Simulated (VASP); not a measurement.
Here is a VASP 6.6.1 calculation.

POSCAR

```
BAs
1.0
    3.3826817429      0.0000000000      0.0000000000
   -1.6913408714      2.9294883223      0.0000000000
    0.0000000000      0.0000000000     23.2143831742
As B
3 3
Selective dynamics
Direct
    0.0000000000      0.0000000000      0.3661523089  F F F
    0.3333333333      0.6666666667      0.4851280343  F F F
    0.6666666667      0.3333333333      0.6041037597  T T T
    0.3333333333      0.6666666667      0.3958962403  F F F
    0.6666666667      0.3333333333      0.5148719657  T T T
    0.0000000000      0.0000000000      0.6338476911  T T T
```

Contents of INCAR.step1:

```
SYSTEM = BAs
PREC = Accurate ; ENCUT = 500
ISMEAR = 0 ; SIGMA = 0.05
LREAL = .FALSE. ; LASPH = .TRUE.
NELM = 120 ; LDIPOL = .TRUE.
IDIPOL = 3 ; DIPOL = 0.5 0.5 0.500
GGA = PE ; ALGO = Normal
EDIFF = 1E-5 ; LWAVE = .TRUE.
LCHARG = .FALSE. ; GGA_COMPAT = .FALSE.
IBRION = 2 ; EDIFFG = -0.01
NELMIN = 4 ; NSW = 100
NELMDL = -8
```

Contents of INCAR.step2:

```
SYSTEM = BAs
PREC = Accurate ; ENCUT = 500
EDIFF = 1E-7 ; ISMEAR = 0
SIGMA = 0.05 ; LREAL = .FALSE.
LASPH = .TRUE. ; NELM = 120
ALGO = Normal ; ISIF = 2
LWAVE = .FALSE. ; LCHARG = .FALSE.
LDIPOL = .TRUE. ; IDIPOL = 3
DIPOL = 0.5 0.5 0.500 ; METAGGA = R2SCAN
LMIXTAU = .TRUE. ; IBRION = 2
NSW = 90 ; EDIFFG = -0.03
ISTART = 1 ; GGA_COMPAT = .FALSE.
NELMIN = 4
```

KPOINTS

```
regular mesh
0
G
  9 9 1
  0 0 0
```

Potentials or basis: VASP PAW PBE potentials, release 64 (As, B).

The run is started by

```console
$ cat potpaw_PBE.64/As/POTCAR potpaw_PBE.64/B/POTCAR > POTCAR
$ cp INCAR.step1 INCAR
$ mpirun -np 1 vasp_std > vasp.out
$ cp INCAR.step2 INCAR
$ mpirun -np 1 vasp_std > vasp.out
```

Problem. What does it give for the band gap on the k mesh?

Solution. Zero (bands 12 and 13 overlap by 0.14 eV).

Problem. Estimate the energy gained by relaxing.

Solution. 48.5 meV/atom.

Final structure:
```cif
data_structure
_symmetry_space_group_name_H-M 'P 1'
_symmetry_Int_Tables_number 1
_cell_length_a 3.3827
_cell_length_b 3.3827
_cell_length_c 23.2144
_cell_angle_alpha 90.000
_cell_angle_beta 90.000
_cell_angle_gamma 120.000
_cell_volume 230.04
loop_
_atom_site_label
_atom_site_type_symbol
_atom_site_fract_x
_atom_site_fract_y
_atom_site_fract_z
_atom_site_occupancy
As1 As 0.00000 0.00000 0.36615 1
As2 As 0.33333 0.66667 0.48513 1
As3 As 0.66667 0.33333 0.61053 1
B1 B 0.33333 0.66667 0.39590 1
B2 B 0.66667 0.33333 0.51320 1
B3 B 0.00000 0.00000 0.62759 1
```
